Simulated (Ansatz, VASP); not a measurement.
**One calculation of FeCo3, two programs**

```xyz
4
Lattice="3.5357 0.0000 0.0000 0.0000 3.5357 0.0000 0.0000 0.0000 3.5357" Properties=species:S:1:pos:R:3 pbc="T T T"
Fe    0.0000    0.0000    0.0000
Co    1.7679    1.7679    0.0000
Co    1.7679    0.0000    1.7679
Co    0.0000    1.7679    1.7679
```

Alike in both runs: task single point; functional PBEsol; k mesh 6 × 6 × 6; occupations gaussian, width 0.05 eV; collinear spin.

```csv
,VASP,Ansatz
version,VASP 6.6.1,Ansatz 0.2.0
potentials or method,"VASP PAW PBE potentials, release 64 (Fe, Co), cutoff 520 eV","scalar-relativistic, plane waves, PAW"
valence electrons in the cell,35,67
```

|  | VASP | Ansatz | Ansatz less VASP |
| --- | --- | --- | --- |
| gap on the k mesh at the Fermi level (eV) | none | none | - |
| pressure (GPa) | -8.0 | -7.4 | +0.63 |
| net moment per atom (μB) | 1.88 | 1.89 | +0.006 |
| size of the moment on the site where the two differ most (μB) | 1.65 | 1.71 | +0.061 |

VASP's potentials were made for PBE, not for PBEsol. Site moments also hang on the region over which each program counts them. A gap of «none» marks a metal or a gap that the smearing closes. VASP's potentials hold 35 valence electrons a cell and Ansatz's 67, so a difference there can come from the potentials and not from the codes.
